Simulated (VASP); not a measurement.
# GdRu3 (Pm-3m) in VASP: a series of runs

Runs on GdRu3. Level: PBE+U. Tasks: single point.

All numbers are computed with VASP 6.6.1; they aren't measurements. Logs are shortened: lines on timing, memory, paths and dates and some standing lists are left out, and cuts for length are marked.

## (1) The cell of the first run

It takes space group Pm-3m (No. 221, cubic). Conventional cell: a = 4.068 Å, b = 4.068 Å, c = 4.068 Å, α = 90.00°, β = 90.00°, γ = 90.00°. Within 3.8 Å of Gd (site symmetry m-3m) lie 12 Ru at 2.88 Å. Ru (site symmetry 4/mmm) has 4 Gd at 2.88 Å and 8 Ru at 2.88 Å within 3.8 Å.

## (2) Single point, PBE+U, collinear spin, ferromagnetic start

The input, INCAR:

```
SYSTEM = GdRu3
PREC = Accurate
ENCUT = 520
EDIFF = 1E-6
ISMEAR = 0
SIGMA = 0.05
LREAL = .False.
LASPH = .True.
NELM = 150
ALGO = Normal
ISIF = 2
LWAVE = .False.
LCHARG = .False.
ISPIN = 2
MAGMOM = 7.73 0 0 0
LORBIT = 11
LMAXMIX = 6
LDAU = .True.
LDAUTYPE = 2
LDAUL = 3 -1
LDAUU = 2 0
LDAUJ = 0 0
LDAUPRINT = 1
GGA = PE
NBANDS = 42
```

The input, KPOINTS:

```
Automatic mesh
0
Gamma
  8 8 8
  0 0 0
```

The input, POSCAR:

```
GdRu3
1.0
    4.0683811762      0.0000000000      0.0000000000
    0.0000000000      4.0683811762      0.0000000000
    0.0000000000      0.0000000000      4.0683811762
Gd Ru
1 3
Direct
    0.0000000000      0.0000000000      0.0000000000
    0.0000000000      0.5000000000      0.5000000000
    0.5000000000      0.5000000000      0.0000000000
    0.5000000000      0.0000000000      0.5000000000
```

Potentials or basis: VASP PAW PBE potentials, release 64 (Gd, Ru_pv).

Run with:

```
$ cat potpaw_PBE.64/Gd/POTCAR potpaw_PBE.64/Ru_pv/POTCAR > POTCAR
$ mpirun -np 1 vasp_std > vasp.out
```

OUTCAR:

```text
SYSTEM = GdRu3
   PREC = Accurate
   ENCUT = 520
   EDIFF = 1E-6
   ISMEAR = 0
   LREAL = .False.
   LASPH = .True.
   NELM = 150
   ISIF = 2
   ISPIN = 2
   LORBIT = 11
   GGA = PE

 ion  position               nearest neighbor table
   1  0.000  0.000  0.000-   2 2.88   3 2.88   4 2.88   2 2.88   4 2.88   2 2.88   3 2.88   2 2.88
                             3 2.88   4 2.88   4 2.88   3 2.88
   2  0.000  0.500  0.500-   1 2.88   3 2.88   4 2.88   1 2.88   3 2.88   1 2.88   4 2.88   1 2.88
                             3 2.88   4 2.88   3 2.88   4 2.88
   3  0.500  0.500  0.000-   1 2.88   2 2.88   4 2.88   2 2.88   4 2.88   1 2.88   4 2.88   4 2.88
                             1 2.88   2 2.88   2 2.88   1 2.88
   4  0.500  0.000  0.500-   1 2.88   2 2.88   3 2.88   1 2.88   3 2.88   2 2.88   3 2.88   3 2.88
                             1 2.88   2 2.88   1 2.88   2 2.88

  LATTYP: Found a simple cubic cell.
 ALAT       =     4.0683811762

  Lattice vectors:

 A1 = (   4.0683811762,   0.0000000000,   0.0000000000)
 A2 = (   0.0000000000,   4.0683811762,   0.0000000000)
 A3 = (   0.0000000000,   0.0000000000,   4.0683811762)

Analysis of symmetry for initial positions (statically):
=====================================================================
 Subroutine PRICEL returns:
 Original cell was already a primitive cell.

 Routine SETGRP: Setting up the symmetry group for a
 simple cubic supercell.

 Subroutine GETGRP returns: Found 48 space group operations
 (whereof 48 operations were pure point group operations)
 out of a pool of 48 trial point group operations.

The static configuration has the point symmetry O_h .

Analysis of symmetry for dynamics (positions and initial velocities):
=====================================================================
 Subroutine PRICEL returns:
 Original cell was already a primitive cell.

 Routine SETGRP: Setting up the symmetry group for a
 simple cubic supercell.

 Subroutine GETGRP returns: Found 48 space group operations
 (whereof 48 operations were pure point group operations)
 out of a pool of 48 trial point group operations.

The dynamic configuration has the point symmetry O_h .

Analysis of structural, dynamic, and magnetic symmetry:
=====================================================================
 Subroutine PRICEL returns:
 Original cell was already a primitive cell.

 Routine SETGRP: Setting up the symmetry group for a
 simple cubic supercell.

 Subroutine GETGRP returns: Found 48 space group operations
 (whereof 48 operations were pure point group operations)
 out of a pool of 48 trial point group operations.

The overall configuration has the point symmetry O_h .

 Subroutine INISYM returns: Found 48 space group operations
 (whereof 48 operations are pure point group operations),
 and found     1 'primitive' translations

----------------------------------------------------------------------------------------

                                     Primitive cell

  volume of cell :      67.3387

  direct lattice vectors                    reciprocal lattice vectors
     4.068381176  0.000000000  0.000000000     0.245798011  0.000000000  0.000000000
     0.000000000  4.068381176  0.000000000     0.000000000  0.245798011  0.000000000
     0.000000000  0.000000000  4.068381176     0.000000000  0.000000000  0.245798011

  length of vectors
     4.068381176  4.068381176  4.068381176     0.245798011  0.245798011  0.245798011

  position of ions in fractional coordinates (direct lattice)
     0.000000000  0.000000000  0.000000000
     0.000000000  0.500000000  0.500000000
     0.500000000  0.500000000  0.000000000
     0.500000000  0.000000000  0.500000000

  ion indices of the primitive-cell ions
   primitive index   ion index
[... 75 lines left out ...]
   NELM   =    150;   NELMIN=  2; NELMDL= -5     # of ELM steps
   EDIFF  = 0.1E-05   stopping-criterion for ELM
   LREAL  =      F    real-space projection
[... 7 lines left out ...]
   TEBEG  =    0.0;   TEEND  =   0.0 temperature during run
   PSTRESS=    0.0 pullay stress
   NELECT =      60.0000    total number of electrons
   NUPDOWN=      -1.0000    fix difference up-down
   EMIN   =  10.00;   EMAX   =-10.00  energy-range for DOS
   EFERMI =   0.00;   METHOD = LEGACY
   ISMEAR =     0;   SIGMA  =   0.05  broadening in eV -4-tet -1-fermi 0-gaus
   EFERMI_NEDOS =   21; number of points for ismear=-14 and -15
   IALGO  =     38    algorithm
   IMIX   =      4    mixing-type and parameters
     AMIX     =   0.40;   BMIX     =  1.00
     AMIX_MAG =   1.60;   BMIX_MAG =  1.00
  volume/ion in A,a.u.               =      16.83       113.61
  Fermi-wavevector in a.u.,A,eV,Ry     =   1.575325  2.976933 33.764900  2.481650
  Thomas-Fermi vector in A             =   2.676326
   LORBIT       =     11    0 simple, 1 ext, 2 COOP (PROOUT), +10 PAW based schemes
 LDA+U is selected, type is set to LDAUTYPE =  2
   angular momentum for each species LDAUL =     3   -1
   U (eV)           for each species LDAUU =   2.0  0.0
   J (eV)           for each species LDAUJ =   0.0  0.0
   GGA     = PE    functional components
   LHFCALC =     F    Hartree Fock is set to
   AEXX    =    0.0000 exact exchange contribution
   IVDW    =     0    specifies the selected vdW correction
   LEPSILON=     F    determine dielectric tensor
   LRPA    =     F    only Hartree local field effects (RPA)
 spin polarized calculation
 Gauss-broadening in eV      SIGMA  =   0.05
  energy-cutoff  :      520.00
  volume of cell :       67.34
 maximum number of plane-waves:      1856
   NGX = 15   NGY = 15   NGZ = 15

atom =   1  type =  1  l = 3

 onsite density matrix

spin component  1

  0.9859 -0.0000  0.0034 -0.0000 -0.0000 -0.0000  0.0000
 -0.0000  0.9905 -0.0000 -0.0000 -0.0000  0.0000 -0.0000
  0.0034 -0.0000  0.9842 -0.0000  0.0000 -0.0000 -0.0000
 -0.0000 -0.0000 -0.0000  0.9886 -0.0000 -0.0000 -0.0000
 -0.0000 -0.0000  0.0000 -0.0000  0.9842  0.0000 -0.0034
 -0.0000  0.0000 -0.0000 -0.0000  0.0000  0.9815  0.0000
  0.0000 -0.0000 -0.0000 -0.0000 -0.0034  0.0000  0.9859

spin component  2

  0.0140  0.0000 -0.0052  0.0000 -0.0000  0.0000 -0.0000
  0.0000  0.0132 -0.0000  0.0000  0.0000 -0.0000 -0.0000
 -0.0052 -0.0000  0.0167 -0.0000 -0.0000  0.0000 -0.0000
  0.0000  0.0000 -0.0000  0.0099 -0.0000  0.0000  0.0000
 -0.0000  0.0000 -0.0000 -0.0000  0.0167 -0.0000  0.0052
  0.0000 -0.0000  0.0000  0.0000 -0.0000  0.0208 -0.0000
 -0.0000 -0.0000 -0.0000  0.0000  0.0052 -0.0000  0.0140

 occupancies and eigenvectors

  o =  0.0099  v =  0.0000  0.0000  0.0000  0.0000  0.0000  0.0000  0.0000  0.0000 -0.0000 -0.0000 -1.0000 -0.0000  0.0000  0.0000      0.0000  0.0000  0.0000  0.0000  0.0000  0.0000  0.0000  0.0000  0.0000  0.0000  0.0000  0.0000  0.0000  0.0000
  o =  0.0099  v =  0.0000  0.0000  0.0000  0.0000  0.0000  0.0000  0.0000  0.0000 -0.0000  0.0000 -0.0000  0.6124 -0.0000 -0.7906      0.0000  0.0000  0.0000  0.0000  0.0000  0.0000  0.0000  0.0000  0.0000  0.0000  0.0000  0.0000  0.0000  0.0000
  o =  0.0099  v =  0.0000  0.0000  0.0000  0.0000  0.0000  0.0000  0.0000 -0.7906  0.0000 -0.6124  0.0000 -0.0000  0.0000 -0.0000      0.0000  0.0000  0.0000  0.0000  0.0000  0.0000  0.0000  0.0000  0.0000  0.0000  0.0000  0.0000  0.0000  0.0000
  o =  0.0132  v =  0.0000  0.0000  0.0000  0.0000  0.0000  0.0000  0.0000  0.0000  1.0000  0.0000 -0.0000  0.0000  0.0000 -0.0000      0.0000  0.0000  0.0000  0.0000  0.0000  0.0000  0.0000  0.0000  0.0000  0.0000  0.0000  0.0000  0.0000  0.0000
  o =  0.0208  v =  0.0000  0.0000  0.0000  0.0000  0.0000  0.0000  0.0000  0.0000 -0.0000  0.0000  0.0000 -0.0001  1.0000 -0.0001      0.0000  0.0000  0.0000  0.0000  0.0000  0.0000  0.0000  0.0000  0.0000  0.0000  0.0000  0.0000  0.0000  0.0000
  o =  0.0208  v =  0.0000  0.0000  0.0000  0.0000  0.0000  0.0000  0.0000 -0.6124 -0.0000  0.7906 -0.0000  0.0000 -0.0000  0.0000      0.0000  0.0000  0.0000  0.0000  0.0000  0.0000  0.0000  0.0000  0.0000  0.0000  0.0000  0.0000  0.0000  0.0000
  o =  0.0208  v =  0.0000  0.0000  0.0000  0.0000  0.0000  0.0000  0.0000  0.0000  0.0000  0.0000 -0.0000 -0.7906 -0.0001 -0.6124      0.0000  0.0000  0.0000  0.0000  0.0000  0.0000  0.0000  0.0000  0.0000  0.0000  0.0000  0.0000  0.0000  0.0000
  o =  0.9815  v =  0.0001  0.0000 -0.0001 -0.0000 -0.7905  0.0090 -0.6123  0.0000  0.0000  0.0000  0.0000  0.0000  0.0000  0.0000      0.0000  0.0000  0.0000  0.0000  0.0000  0.0000  0.0000  0.0000  0.0000  0.0000  0.0000  0.0000  0.0000  0.0000
  o =  0.9815  v = -0.6124  0.0000  0.7906  0.0000 -0.0001  0.0000 -0.0001  0.0000  0.0000  0.0000  0.0000  0.0000  0.0000  0.0000      0.0000  0.0000  0.0000  0.0000  0.0000  0.0000  0.0000  0.0000  0.0000  0.0000  0.0000  0.0000  0.0000  0.0000
  o =  0.9815  v =  0.0000 -0.0000 -0.0000  0.0000  0.0071  1.0000  0.0055  0.0000  0.0000  0.0000  0.0000  0.0000  0.0000  0.0000      0.0000  0.0000  0.0000  0.0000  0.0000  0.0000  0.0000  0.0000  0.0000  0.0000  0.0000  0.0000  0.0000  0.0000
  o =  0.9886  v =  0.7906  0.0000  0.6124  0.0001  0.0002 -0.0000 -0.0002  0.0000  0.0000  0.0000  0.0000  0.0000  0.0000  0.0000      0.0000  0.0000  0.0000  0.0000  0.0000  0.0000  0.0000  0.0000  0.0000  0.0000  0.0000  0.0000  0.0000  0.0000
  o =  0.9886  v = -0.0002 -0.0000 -0.0002  0.0317  0.6121  0.0000 -0.7902  0.0000  0.0000  0.0000  0.0000  0.0000  0.0000  0.0000      0.0000  0.0000  0.0000  0.0000  0.0000  0.0000  0.0000  0.0000  0.0000  0.0000  0.0000  0.0000  0.0000  0.0000
  o =  0.9886  v =  0.0001 -0.0000  0.0001 -0.9995  0.0194  0.0000 -0.0250  0.0000  0.0000  0.0000  0.0000  0.0000  0.0000  0.0000      0.0000  0.0000  0.0000  0.0000  0.0000  0.0000  0.0000  0.0000  0.0000  0.0000  0.0000  0.0000  0.0000  0.0000
  o =  0.9905  v =  0.0000 -1.0000  0.0000  0.0000 -0.0000 -0.0000  0.0000  0.0000  0.0000  0.0000  0.0000  0.0000  0.0000  0.0000      0.0000  0.0000  0.0000  0.0000  0.0000  0.0000  0.0000  0.0000  0.0000  0.0000  0.0000  0.0000  0.0000  0.0000

 number of electron      60.0000022 magnetization       5.9621174

 Free energy of the ion-electron system (eV)
  ---------------------------------------------------
  ext. energy  EPLUGINS =         0.00000000
  ---------------------------------------------------
  free energy    TOTEN  =       -38.17107736 eV

  energy without entropy =      -38.16483618  energy(sigma->0) =      -38.16795677

 E-fermi :   8.4341     XC(G=0): -12.9434

 val. band max:        8.4189132362   @ k =   0.3750   0.2500   0.1250
 cond. band min:       8.4504587564   @ k =   0.5000   0.5000   0.1250
 fundamental gap:      0.0315455202
 Fermi energy:         8.4341253144

 spin component 1

 k-point     1 :       0.0000    0.0000    0.0000
  band No.  band energies     occupation
      1     -34.9375      1.00000
      2     -33.6529      1.00000
      3     -33.6529      1.00000
      4     -33.6529      1.00000
      5     -33.3929      1.00000
      6     -33.3929      1.00000
[... 2153 lines left out ...]
     41      13.2402      0.00000
     42      14.8999      0.00000

 [... further k-points ...]
[... 5 lines left out ...]
  --------------------------------------------------------------------------------------
  -------------------------------------------------------------------------------------
  Total       -0.3924083     -0.3924083     -0.3924083      0.0000000      0.0000000      0.0000000
  in kB       -9.3364953     -9.3364953     -9.3364953      0.0000000      0.0000000      0.0000000
  external PRESSURE =      -9.3364953 kB  Pullay stress =       0.0000000 kB

 VOLUME and BASIS-vectors are now :
 -----------------------------------------------------------------------------
  energy-cutoff  :      520.00
  volume of cell :       67.34
      direct lattice vectors                 reciprocal lattice vectors
     4.068381176  0.000000000  0.000000000     0.245798011  0.000000000  0.000000000
     0.000000000  4.068381176  0.000000000     0.000000000  0.245798011  0.000000000
     0.000000000  0.000000000  4.068381176     0.000000000  0.000000000  0.245798011

 POSITION                                       TOTAL-FORCE (eV/Angst)
 -----------------------------------------------------------------------------------
      0.00000      0.00000      0.00000         0.000000      0.000000      0.000000
      0.00000      2.03419      2.03419         0.000000      0.000000      0.000000
      2.03419      2.03419      0.00000         0.000000      0.000000      0.000000
      2.03419      0.00000      2.03419         0.000000      0.000000      0.000000
 -----------------------------------------------------------------------------------
    total drift:                                0.000000      0.000000     -0.000000

  FREE ENERGIE OF THE ION-ELECTRON SYSTEM (eV)
  ---------------------------------------------------
  free  energy   TOTEN  =       -38.1710773628 eV

  energy  without entropy=      -38.1648361793  energy(sigma->0) =      -38.16795677

 total charge

# of ion       s       p       d       f       tot
--------------------------------------------------
    1        2.070   5.623   0.732   6.998  15.422
    2        0.375   6.166   6.015   0.000  12.556
    3        0.375   6.166   6.015   0.000  12.556
    4        0.375   6.166   6.015   0.000  12.556
--------------------------------------------------
tot          3.196  24.121  18.776   6.998  53.091

 magnetization (x)

# of ion       s       p       d       f       tot
--------------------------------------------------
    1        0.006  -0.072   0.092   6.791   6.817
    2       -0.002   0.005  -0.368   0.000  -0.365
    3       -0.002   0.005  -0.368   0.000  -0.365
    4       -0.002   0.005  -0.368   0.000  -0.365
--------------------------------------------------
tot         -0.001  -0.058  -1.010   6.791   5.722
```

Run time: 8.4 min. Hardware: 1 thread of Oxide Virtual Turin-like, shared host; peak memory 0.27 GiB.

What came out:

| Property | Result |
| --- | --- |
| Free energy | -38.1711 eV |
| Pressure | -0.9 GPa |
| Band gap on the k mesh | zero (filled and empty bands overlap) |
| Net moment | 5.96 μB per cell |
| Site moments | Gd +6.82; Ru -0.36 μB |
| Valence electrons inside the program's atomic spheres | Gd 15.42; Ru 12.56 |

Levels at points of the mesh, in eV from the Fermi level:
Spin up:
| k point | band 30 | band 31 | band 32 | band 33 | band 34 | band 35 | band 36 | band 37 |
| --- | --- | --- | --- | --- | --- | --- | --- | --- |
| (0.00, 0.00, 0.00) | -0.97 | 0.79 | 0.79 | 1.68 | 2.07 | 2.07 | 2.07 | 4.43 |
| (0.50, 0.00, 0.00) | -1.74 | -0.30 | -0.26 | 0.08 | 0.08 | 0.08 | 1.04 | 2.07 |
| (0.50, 0.50, 0.00) | -1.49 | -1.39 | -0.57 | -0.36 | -0.31 | -0.31 | 0.22 | 0.36 |
| (0.50, 0.50, 0.50) | -0.97 | -0.48 | -0.48 | 1.05 | 1.70 | 1.70 | 1.70 | 2.81 |
Spin down:
```
           k point  band 24  band 25  band 26  band 27  band 28  band 29  band 30  band 31
(0.00, 0.00, 0.00)     0.40     0.40     1.40     1.87     1.87     1.87     3.02     3.02
(0.50, 0.00, 0.00)    -0.59    -0.53    -0.45    -0.32    -0.32     0.60     1.88     3.36
(0.50, 0.50, 0.00)    -1.54    -0.81    -0.78    -0.78    -0.30    -0.04     0.05     3.24
(0.50, 0.50, 0.50)    -0.65    -0.65     0.75     1.48     1.48     1.48     2.76     2.76
```

Eigenvalues of the final occupation matrices:
```
    site  spin  trace                         eigenvalues
site 1 f     1   6.90  0.98 0.98 0.98 0.99 0.99 0.99 0.99
site 1 f     2   0.11  0.01 0.01 0.01 0.01 0.02 0.02 0.02
```

Caveat: spin-orbit coupling is left out, which moves the levels of the heavy elements. The state reached can hang on the start; a lower one may exist.

## (3) Single point, PBE+U, collinear spin, ferrimagnetic start (volume scaled by 1.020)

The input, INCAR:

```
SYSTEM = GdRu3
ALGO     = Normal         ! electronic algorithm
EDIFF    = 1E-6           ! SCF threshold, eV
ENCUT    = 520            ! plane-wave cutoff, eV
GGA      = PE             ! functional
ISIF     = 2              ! what is computed and relaxed
ISMEAR   = 0              ! smearing method
ISPIN    = 2              ! spin polarisation
LASPH    = .True.         ! aspherical terms in the spheres
LCHARG   = .True.         ! write CHGCAR
LDAU     = .True.         ! DFT+U
LDAUJ    = 0 0          
LDAUL    = 3 -1           ! shell
LDAUPRINT= 1            
LDAUTYPE = 2            
LDAUU    = 6 0            ! U, eV
LELF     = .True.         ! ELF
LMAXMIX  = 6              ! l up to which the mixer works
LORBIT   = 11             ! projections on sites
LREAL    = .False.        ! projectors in reciprocal space
LVHAR    = .True.       
LWAVE    = .False.        ! write WAVECAR
MAGMOM   = 7.74 -0.41 -0.41 -0.41 ! initial moments
NBANDS   = 42             ! bands
NELM     = 150            ! most SCF steps
PREC     = Accurate       ! precision mode
SIGMA    = 0.05           ! smearing width, eV
```

The input, KPOINTS:

```
k-points
0
Gamma
  8 8 8
  0 0 0
```

The input, POSCAR:

```
GdRu3
1.0
    4.0953248831      0.0000000000      0.0000000000
    0.0000000000      4.0953248831      0.0000000000
    0.0000000000      0.0000000000      4.0953248831
Gd Ru
1 3
Direct
    0.0000000000      0.0000000000      0.0000000000
    0.0000000000      0.5000000000      0.5000000000
    0.5000000000      0.5000000000      0.0000000000
    0.5000000000      0.0000000000      0.5000000000
```

Potentials or basis: VASP PAW PBE potentials, release 64 (Gd, Ru_pv).

Run with:

```
$ cat potpaw_PBE.64/Gd/POTCAR potpaw_PBE.64/Ru_pv/POTCAR > POTCAR
$ mpirun -np 1 vasp_std > vasp.out
```

Wall time 7.7 min (1 thread of Oxide Virtual Turin-like, shared host); peak memory 0.27 GiB.

It converged, with:

```yaml
Free_energy: -37.8414 eV
Pressure: -3.1 GPa
Net_moment: 6.06 μB per cell
Site_moments: Gd +6.89; Ru -0.36 μB
Valence_electrons_inside_the_program's_atomic_spheres: Gd 15.39; Ru 12.53
```

Levels at points of the mesh, in eV from the Fermi level:
Spin up:
```
           k point  band 31  band 32  band 33  band 34  band 35  band 36
(0.00, 0.00, 0.00)     0.77     0.77     1.65     2.01     2.01     2.01
(0.50, 0.00, 0.00)    -0.35    -0.25     0.05     0.05     0.05     1.01
(0.50, 0.50, 0.00)    -1.39    -0.53    -0.36    -0.32    -0.32     0.23
(0.50, 0.50, 0.50)    -0.46    -0.46     1.01     1.66     1.66     1.66
```
Spin down:
```tsv
k point	band 24	band 25	band 26	band 27	band 28	band 29	band 30	band 31
(0.00, 0.00, 0.00)	0.38	0.38	1.36	1.82	1.82	1.82	4.01	4.01
(0.50, 0.00, 0.00)	-0.57	-0.52	-0.37	-0.26	-0.26	0.59	1.82	3.43
(0.50, 0.50, 0.00)	-1.51	-0.78	-0.74	-0.74	-0.19	-0.03	0.05	3.80
(0.50, 0.50, 0.50)	-0.62	-0.62	0.83	1.43	1.43	1.43	2.97	2.97
```

Eigenvalues of the final occupation matrices:
```
    site  spin  trace                         eigenvalues
site 1 f     1   6.93  0.99 0.99 0.99 0.99 0.99 0.99 0.99
site 1 f     2   0.06  0.01 0.01 0.01 0.01 0.01 0.01 0.01
```

Caveat: spin-orbit coupling is left out, which moves the levels of the heavy elements.
